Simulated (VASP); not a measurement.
Wanted: the native input for a VASP 6.6.1 run.

```
Task                   : single point
Functional             : PBEsol
Potentials or basis    : VASP PAW PBE potentials, release 64 (Ge_d, Bi_d, O)
Cutoff                 : 520 eV
k mesh                 : 4 × 4 × 4
Occupations            : fermi-dirac, width 0.05 eV
Spin                   : no spin polarisation
Dipole correction      : no
Further INCAR settings : ALGO = Normal; EDIFF = 1e-07; NBANDS = 43
```

The structure of GeBi2O4 lies in POSCAR:

```
GeBi2O4
1.0
    5.3132480600     -0.6520094634     -0.2591495136
   -0.6497873087      5.1906936749     -0.3180342672
   -0.2829763507     -0.3449952736      4.6044143770
Ge Bi O
1 2 4
Direct
   -0.0333290845     -0.0229484772      0.0330447038
    0.5526136051      0.1038915122      0.5287915275
    0.1147609896      0.5743951677      0.5022673081
    0.6625120253      0.0283345436      1.0947481891
    0.2366594737      0.2320358989      0.2181365730
   -0.0563419609      0.9633886320      0.6434463127
    1.0082484594      0.6590382386      0.0720061091
```

The input as run:

INCAR

```
SYSTEM = GeBi2O4
PREC = Accurate ; ENCUT = 520
EDIFF = 1E-7 ; ISMEAR = -1
SIGMA = 0.05 ; LREAL = .False.
LASPH = .True. ; NELM = 80
ALGO = Normal ; ISIF = 2
LWAVE = .False. ; LCHARG = .False.
GGA = PS ; NBANDS = 43
```

KPOINTS

```
regular mesh
0
Gamma
  4 4 4
  0 0 0
```

Potentials or basis: VASP PAW PBE potentials, release 64 (Ge_d, Bi_d, O).

The run is started by

```bash
$ cat potpaw_PBE.64/Ge_d/POTCAR potpaw_PBE.64/Bi_d/POTCAR potpaw_PBE.64/O/POTCAR > POTCAR
$ mpirun -np 1 vasp_std > vasp.out
```

It gave:

```yaml
Pressure: 0.0 GPa
Largest_force: 0.046 eV/Å
Band_gap_on_the_k_mesh: 0.11 eV (least direct gap 0.39 eV)
```

Caveat: the PAW data sets were made with another functional, which shifts forces and pressure a little; spin-orbit coupling is left out, which moves the levels of the heavy elements.

It took 6.6 min on 1 thread of Intel Xeon 8259CL (shared host), peak memory 0.32 GiB.
